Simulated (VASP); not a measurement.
# NiO in VASP: notebook, part 2 of 2

VASP 6.6.1. The steps go on from the part before.

## Step 4: Electric field gradients, LDA, collinear spin, ferromagnetic start (9.38 Å³/atom)

This run uses another cell than the first one, of 9.38 Å³/atom.

Contents of INCAR:

```
ALGO = Normal
EDIFF = 1E-8
ENCUT = 520
GGA = CA
ISIF = 2
ISMEAR = -1
ISPIN = 2
LASPH = True
LCHARG = False
LEFG = True
LMAXMIX = 4
LORBIT = 11
LREAL = False
LWAVE = False
MAGMOM = 1.5 0
NBANDS = 19
NELM = 150
PREC = Accurate
SIGMA = 0.03
```

Contents of KPOINTS:

```
k-points
0
Gamma
  17 17 17
```

Contents of POSCAR:

```
NiO
1.0
    0.0000000000      2.1085943375      2.1085943375
    2.1085943375      0.0000000000      2.1085943375
    2.1085943375      2.1085943375      0.0000000000
Ni O
1 1
Direct
    0.0000000000      0.0000000000      0.0000000000
    0.5000000000      0.5000000000      0.5000000000
```

Potentials or basis: VASP PAW LDA potentials, release 64 (Ni, O).

Started as:

```
> cat potpaw_LDA.64/Ni/POTCAR potpaw_LDA.64/O/POTCAR > POTCAR
> mpirun -np 1 vasp_std > vasp.out
```

OUTCAR:

```text
EDIFF = 1E-8
   ENCUT = 520
   GGA = CA
   ISIF = 2
   ISMEAR = -1
   ISPIN = 2
   LASPH = True
   LORBIT = 11
   LREAL = False
   NELM = 150
   PREC = Accurate

 ion  position               nearest neighbor table
   1  0.000  0.000  0.000-   2 2.11   2 2.11   2 2.11   2 2.11   2 2.11   2 2.11
   2  0.500  0.500  0.500-   1 2.11   1 2.11   1 2.11   1 2.11   1 2.11   1 2.11

  LATTYP: Found a face centered cubic cell.
 ALAT       =     4.2171886750

  Lattice vectors:

 A1 = (   0.0000000000,   2.1085943375,   2.1085943375)
 A2 = (   2.1085943375,   0.0000000000,   2.1085943375)
 A3 = (   2.1085943375,   2.1085943375,   0.0000000000)

Analysis of symmetry for initial positions (statically):
=====================================================================
 Subroutine PRICEL returns:
 Original cell was already a primitive cell.

 Routine SETGRP: Setting up the symmetry group for a
 face centered cubic supercell.

 Subroutine GETGRP returns: Found 48 space group operations
 (whereof 48 operations were pure point group operations)
 out of a pool of 48 trial point group operations.

The static configuration has the point symmetry O_h .

Analysis of symmetry for dynamics (positions and initial velocities):
=====================================================================
 Subroutine PRICEL returns:
 Original cell was already a primitive cell.

 Routine SETGRP: Setting up the symmetry group for a
 face centered cubic supercell.

 Subroutine GETGRP returns: Found 48 space group operations
 (whereof 48 operations were pure point group operations)
 out of a pool of 48 trial point group operations.

The dynamic configuration has the point symmetry O_h .

Analysis of structural, dynamic, and magnetic symmetry:
=====================================================================
 Subroutine PRICEL returns:
 Original cell was already a primitive cell.

 Routine SETGRP: Setting up the symmetry group for a
 face centered cubic supercell.

 Subroutine GETGRP returns: Found 48 space group operations
 (whereof 48 operations were pure point group operations)
 out of a pool of 48 trial point group operations.

The overall configuration has the point symmetry O_h .

 Subroutine INISYM returns: Found 48 space group operations
 (whereof 48 operations are pure point group operations),
 and found     1 'primitive' translations

----------------------------------------------------------------------------------------

                                     Primitive cell

  volume of cell :      18.7503

  direct lattice vectors                    reciprocal lattice vectors
     0.000000000  2.108594338  2.108594338    -0.237124795  0.237124795  0.237124795
     2.108594338  0.000000000  2.108594338     0.237124795 -0.237124795  0.237124795
     2.108594338  2.108594338  0.000000000     0.237124795  0.237124795 -0.237124795

  length of vectors
     2.982002710  2.982002710  2.982002710     0.410712193  0.410712193  0.410712193

  position of ions in fractional coordinates (direct lattice)
[... 104 lines left out ...]
   GGA     = CA    functional components
   LHFCALC =     F    Hartree Fock is set to
   AEXX    =    0.0000 exact exchange contribution
   IVDW    =     0    specifies the selected vdW correction
   LEPSILON=     F    determine dielectric tensor
   LRPA    =     F    only Hartree local field effects (RPA)
 spin polarized calculation
  energy-cutoff  :      520.00
  volume of cell :       18.75
 maximum number of plane-waves:       531
   NGX = 11   NGY = 11   NGZ = 11

 number of electron      16.0000014 magnetization       0.0960350

 number of electron      16.0000014 magnetization      -0.0008602

 Free energy of the ion-electron system (eV)
  ---------------------------------------------------
  ext. energy  EPLUGINS =         0.00000000
  ---------------------------------------------------
  free energy    TOTEN  =       -13.20656036 eV

  energy without entropy =      -13.20020061  energy(sigma->0) =      -13.20338049

 E-fermi :   7.0368     XC(G=0): -13.0057

 val. band max:        7.0237329882   @ k =   0.3529   0.2353   0.0000
 cond. band min:       7.0410512897   @ k =  -0.4118   0.2353   0.0000
 fundamental gap:      0.0173183015
 Fermi energy:         7.0367666681

 spin component 1

 k-point     1 :       0.0000    0.0000    0.0000
  band No.  band energies     occupation
      1     -12.7992      1.00000
      2       4.1067      1.00000
      3       4.1067      1.00000
      4       4.1067      1.00000
      5       5.3559      1.00000
      6       5.3559      1.00000
[... 517 lines left out ...]
     18      34.6188      0.00000
     19      36.0130      0.00000

 [... further k-points ...]

 spin component 2

 k-point     1 :       0.0000    0.0000    0.0000
  band No.  band energies     occupation
      1     -12.7994      1.00000
      2       4.1065      1.00000
      3       4.1065      1.00000
      4       4.1065      1.00000
      5       5.3554      1.00000
      6       5.3554      1.00000
[... 517 lines left out ...]
     18      34.6186      0.00000
     19      36.0127      0.00000

 [... further k-points ...]
[... 5 lines left out ...]
  --------------------------------------------------------------------------------------
  -------------------------------------------------------------------------------------
  Total       -2.8940005     -2.8940005     -2.8940005      0.0000000      0.0000000     -0.0000000
  in kB     -247.2863124   -247.2863124   -247.2863124      0.0000000      0.0000000     -0.0000000
  external PRESSURE =    -247.2863124 kB  Pullay stress =       0.0000000 kB

 VOLUME and BASIS-vectors are now :
 -----------------------------------------------------------------------------
  energy-cutoff  :      520.00
  volume of cell :       18.75
      direct lattice vectors                 reciprocal lattice vectors
     0.000000000  2.108594338  2.108594338    -0.237124795  0.237124795  0.237124795
     2.108594338  0.000000000  2.108594338     0.237124795 -0.237124795  0.237124795
     2.108594338  2.108594338  0.000000000     0.237124795  0.237124795 -0.237124795

 POSITION                                       TOTAL-FORCE (eV/Angst)
 -----------------------------------------------------------------------------------
      0.00000      0.00000      0.00000         0.000000     -0.000000      0.000000
      2.10859      2.10859      2.10859        -0.000000      0.000000     -0.000000
 -----------------------------------------------------------------------------------
    total drift:                                0.000000     -0.000000     -0.000000

  FREE ENERGIE OF THE ION-ELECTRON SYSTEM (eV)
  ---------------------------------------------------
  free  energy   TOTEN  =       -13.2065603628 eV

  energy  without entropy=      -13.2002006125  energy(sigma->0) =      -13.20338049

 Electric field gradients (V/A^2)
---------------------------------------------------------------------
 ion       V_xx      V_yy      V_zz      V_xy      V_xz      V_yz
---------------------------------------------------------------------
   1       0.000     0.000    -0.000    -0.003    -0.003    -0.003
   2      -0.000    -0.000     0.000    -0.002    -0.002    -0.002
---------------------------------------------------------------------

 Electric field gradients after diagonalization (V/A^2)
 (convention: |V_zz| > |V_xx| > |V_yy|)
----------------------------------------------------------------------
 ion       V_xx      V_yy      V_zz     asymmetry (V_yy - V_xx)/ V_zz
----------------------------------------------------------------------
   1       0.003     0.003    -0.005       0.000
   2       0.002     0.002    -0.004       0.000
----------------------------------------------------------------------

           NMR quadrupolar parameters

 Cq : quadrupolar parameter    Cq=e*Q*V_zz/h
 eta: asymmetry parameters     (V_yy - V_xx)/ V_zz
 Q  : nuclear electric quadrupole moment in mb (millibarn)
----------------------------------------------------------------------
 ion       Cq(MHz)       eta       Q (mb)
----------------------------------------------------------------------
   1      -0.000       0.000       1.000
   2      -0.000       0.000       1.000
----------------------------------------------------------------------

 total charge

# of ion       s       p       d       tot
------------------------------------------
    1        0.320   0.372   8.341   9.033
    2        1.563   3.316   0.000   4.879
--------------------------------------------------
tot          1.883   3.688   8.341  13.911

 magnetization (x)

# of ion       s       p       d       tot
------------------------------------------
    1       -0.000  -0.000  -0.001  -0.001
    2       -0.000  -0.000   0.000  -0.000
--------------------------------------------------
tot         -0.000  -0.000  -0.001  -0.001
```

OSZICAR:

```text
N       E                     dE             d eps       ncg     rms          rms(c)
DAV:   1     0.805702445003E+02    0.80570E+02   -0.71047E+03 13541   0.104E+03
DAV:   2    -0.102941333750E+02   -0.90864E+02   -0.79377E+02 12979   0.233E+02
DAV:   3    -0.154605671259E+02   -0.51664E+01   -0.49048E+01 14304   0.558E+01
DAV:   4    -0.155098567044E+02   -0.49290E-01   -0.49229E-01 13951   0.529E+00
[... 31 lines left out ...]
DAV:  36    -0.132065603266E+02   -0.49182E-07   -0.10612E-06 15120   0.176E-02    0.501E-04
DAV:  37    -0.132065603434E+02   -0.16845E-07   -0.12646E-07 18897   0.439E-03    0.255E-04
DAV:  38    -0.132065603554E+02   -0.11921E-07   -0.18200E-07 14608   0.726E-03    0.234E-04
DAV:  39    -0.132065603600E+02   -0.46311E-08   -0.17495E-07 16319   0.701E-03    0.196E-04
DAV:  40    -0.132065603628E+02   -0.28494E-08   -0.16791E-08 10574   0.141E-03
   1 F= -.13206560E+02 E0= -.13203380E+02  d E =-.635975E-02  mag=    -0.0004
```

stdout:

```text
POSCAR found type information on POSCAR NiO
 POSCAR found :  2 types and       2 ions
 scaLAPACK will be used
 LDA part: xc-table for (Slater(with rela. corr.)+CA(PZ))
 , standard interpolation
 POSCAR, INCAR and KPOINTS ok, starting setup
 FFT: planning ... GRIDC
 FFT: planning ... GRID_SOFT
 FFT: planning ... GRID
 WAVECAR not read
 entering main loop
ion   1

ion   2
```

Run time: 7.3 min. Hardware: 1 thread of Intel Xeon 8259CL, shared host; peak memory 0.21 GiB.

What came out:

```yaml
Free_energy: -13.2066 eV
Pressure: -24.7 GPa
Band_gap_on_the_k_mesh: zero (filled and empty bands overlap)
Net_moment: 0.00 μB per cell
Largest_electric_field_gradient_by_atom: under 0.05 V/Å² on every atom
Valence_electrons_inside_the_program's_atomic_spheres: Ni 9.03; O 4.88
```

Levels at points of the mesh, in eV from the Fermi level:
Spin up:
| k point | band 4 | band 5 | band 6 | band 7 | band 8 | band 9 | band 10 | band 11 | band 12 | band 13 |
| --- | --- | --- | --- | --- | --- | --- | --- | --- | --- | --- |
| (0.00, 0.00, 0.00) | -2.93 | -1.68 | -1.68 | -1.68 | -1.52 | -1.52 | 1.58 | 17.71 | 18.85 | 18.85 |
Spin down:
| k point | band 6 | band 7 | band 8 | band 9 | band 10 | band 11 |
| --- | --- | --- | --- | --- | --- | --- |
| (0.00, 0.00, 0.00) | -1.68 | -1.68 | -1.52 | -1.52 | 1.58 | 17.71 |

Caveat: the cell stands under tension; the moments typed at the start vanished in this run; semilocal functionals often make such compounds metallic where correlation or magnetic order opens a gap, which also shifts bond lengths. With open d or f shells a metallic result of LDA can be an artefact of self-interaction; +U or a hybrid may open a gap.

## Step 5: Single point, LDA, collinear spin, ferromagnetic start

Contents of POSCAR:

```
NiO
1.0
    0.0000000000      2.0913100000      2.0913100000
    2.0913100000      0.0000000000      2.0913100000
    2.0913100000      2.0913100000      0.0000000000
Ni O
1 1
Direct
    0.0000000000      0.0000000000      0.0000000000
    0.5000000000      0.5000000000      0.5000000000
```

Contents of INCAR.step1:

```
SYSTEM = NiO
ALGO     = Normal         ! electronic algorithm
EDIFF    = 1E-7           ! SCF threshold, eV
ENCUT    = 520            ! plane-wave cutoff, eV
ISIF     = 2              ! what is computed and relaxed
ISMEAR   = -1             ! smearing method
ISPIN    = 2              ! spin polarisation
LASPH    = .True.         ! aspherical terms in the spheres
LCHARG   = .True.         ! write CHGCAR
LMAXMIX  = 4              ! l up to which the mixer works
LREAL    = .False.        ! projectors in reciprocal space
LWAVE    = .False.        ! write WAVECAR
MAGMOM   = 1.5 0          ! initial moments
NBANDS   = 19             ! bands
NELM     = 150            ! most SCF steps
PREC     = Accurate       ! precision mode
SIGMA    = 0.03           ! smearing width, eV
```

Contents of KPOINTS.step1:

```
k-points
0
Gamma
  17 17 17
  0 0 0
```

Contents of INCAR.step2:

```
SYSTEM = NiO
ALGO     = Normal         ! electronic algorithm
EDIFF    = 1E-7           ! SCF threshold, eV
ENCUT    = 520            ! plane-wave cutoff, eV
ICHARG   = 11             ! starting density
ISIF     = 2              ! what is computed and relaxed
ISMEAR   = -5             ! smearing method
ISPIN    = 2              ! spin polarisation
LASPH    = .True.         ! aspherical terms in the spheres
LCHARG   = .False.        ! write CHGCAR
LMAXMIX  = 4              ! l up to which the mixer works
LORBIT   = 11             ! projections on sites
LREAL    = .False.        ! projectors in reciprocal space
LWAVE    = .False.        ! write WAVECAR
MAGMOM   = 1.5 0          ! initial moments
NEDOS    = 2001           ! points of the DOS
NELM     = 150            ! most SCF steps
PREC     = Accurate       ! precision mode
SIGMA    = 0.03           ! smearing width, eV
```

Contents of KPOINTS.step2:

```
k-points
0
Gamma
  26 26 26
  0 0 0
```

Started as:

```
> cat potpaw_LDA.64/Ni/POTCAR potpaw_LDA.64/O/POTCAR > POTCAR
> cp INCAR.step1 INCAR
> cp KPOINTS.step1 KPOINTS
> mpirun -np 1 vasp_std > vasp.out
> cp INCAR.step2 INCAR
> cp KPOINTS.step2 KPOINTS
> mpirun -np 1 vasp_std > vasp.out
```

It took 7.4 min on 1 thread of Intel Xeon 8259CL, shared host; peak memory 0.31 GiB.

Results (log left out):

```yaml
Net_moment: -0.01 μB per cell
Valence_electrons_inside_the_program's_atomic_spheres: Ni 9.07; O 4.89
```

Levels at points of the mesh, in eV from the Fermi level:
Spin up:
| k point | band 5 | band 6 | band 7 | band 8 | band 9 | band 10 | band 11 | band 12 |
| --- | --- | --- | --- | --- | --- | --- | --- | --- |
| (0.00, 0.00, 0.00) | -1.76 | -1.76 | -1.76 | -1.58 | -1.58 | 1.70 | 17.78 | 19.03 |
| (0.50, 0.00, 0.00) | -0.93 | -0.93 | -0.56 | 1.29 | 1.29 | 5.64 | 9.96 | 14.04 |
| (0.50, 0.50, 0.00) | -2.75 | -1.19 | -0.66 | -0.66 | -0.64 | 6.31 | 10.45 | 12.46 |
Spin down:
| k point | band 6 | band 7 | band 8 | band 9 | band 10 | band 11 |
| --- | --- | --- | --- | --- | --- | --- |
| (0.00, 0.00, 0.00) | -1.77 | -1.77 | -1.59 | -1.59 | 1.70 | 17.78 |
| (0.50, 0.00, 0.00) | -0.94 | -0.57 | 1.28 | 1.28 | 5.64 | 9.96 |
| (0.50, 0.50, 0.00) | -1.19 | -0.66 | -0.66 | -0.64 | 6.31 | 10.45 |

Caveat: the moments typed at the start vanished in this run; semilocal functionals often make such compounds metallic where correlation or magnetic order opens a gap, which also shifts bond lengths.
